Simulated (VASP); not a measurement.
A run of VASP 6.6.1:

File POSCAR:

```
Ge
1.0
    1.3877718785     -2.5830623466      0.0000000000
    1.3877718785      2.5830623466      0.0000000000
    0.0000000000      0.0000000000      2.6801215215
Ge
1
Direct
    0.5000000000      0.5000000000      0.0000000000
```

File INCAR.step1:

```
  ALGO = Normal
  EDIFF = 1E-4
  ENCUT = 520
  GGA = PE
  ISMEAR = -1
  LASPH = T
  LCHARG = F
  LREAL = F
  LWAVE = T
  NBANDS = 13
  NELM = 60
  PREC = Accurate
  SIGMA = 0.05
```

Contents of INCAR.step2:

```
  ALGO = Normal
  EDIFF = 1E-6
  ENCUT = 520
  ISIF = 2
  ISMEAR = -1
  ISTART = 1
  LASPH = T
  LCHARG = F
  LMIXTAU = T
  LREAL = F
  LWAVE = F
  METAGGA = R2SCAN
  NBANDS = 13
  NELM = 60
  PREC = Accurate
  SIGMA = 0.05
```

File KPOINTS:

```
k-points
0
Gamma
  11 11 10
```

Potentials or basis: VASP PAW PBE potentials, release 64 (Ge_d).

Launch:

```sh
$ cat potpaw_PBE.64/Ge_d/POTCAR > POTCAR
$ cp INCAR.step1 INCAR
$ mpirun -np 1 vasp_std > vasp.out
$ cp INCAR.step2 INCAR
$ mpirun -np 1 vasp_std > vasp.out
```

Hardware: 1 thread of Intel(R) Xeon(R) 6975P-C (Granite Rapids) (shared host).

Q: How long does it take, and how much memory?

A: Run time: 51 s on 1 thread of Intel(R) Xeon(R) 6975P-C (Granite Rapids), with other jobs on the host, peak memory 0.17 GiB. Counts: k points 216.
